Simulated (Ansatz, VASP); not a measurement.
## Li in VASP and in Ansatz

```
Li
1.0
     0.00000   -2.08861   -2.08861
     0.00000    2.08861   -2.08861
     4.17722    0.00000    0.00000
Li
2
Direct
  0.54070 0.45930 0.50000
  0.95930 0.04070 0.00000
```

Change from the starting cell: mode 4 frozen in at -0.170 Å, equal normal strain along x, y and z +0.0000.

Alike in both runs: task single point; functional PBE; dispersion D3(BJ); k mesh 16 × 16 × 12; occupations gaussian, width 0.15 eV; no spin polarisation.

|  | VASP | Ansatz |
| --- | --- | --- |
| version | VASP 6.6.1 | Ansatz 0.2.0 |
| potentials or method | VASP PAW PBE potentials, release 64 (Li_sv), cutoff 520 eV | scalar-relativistic, plane waves, PAW |
| valence electrons in the cell | 6 | 6 |

|  | VASP | Ansatz | Ansatz less VASP |
| --- | --- | --- | --- |
| gap on the k mesh at the Fermi level (eV) | none | none | - |
| rms of the force components (eV/Å) | 0.161 | 0.161 | +0.0001 |

Atom by atom the forces differ by 0.000 eV/Å (rms over components). A gap of «none» marks a metal or a gap that the smearing closes.

Noted on VASP's run: the cutoff is under 1.25 times that of the potentials, so the pressure is a little rough.
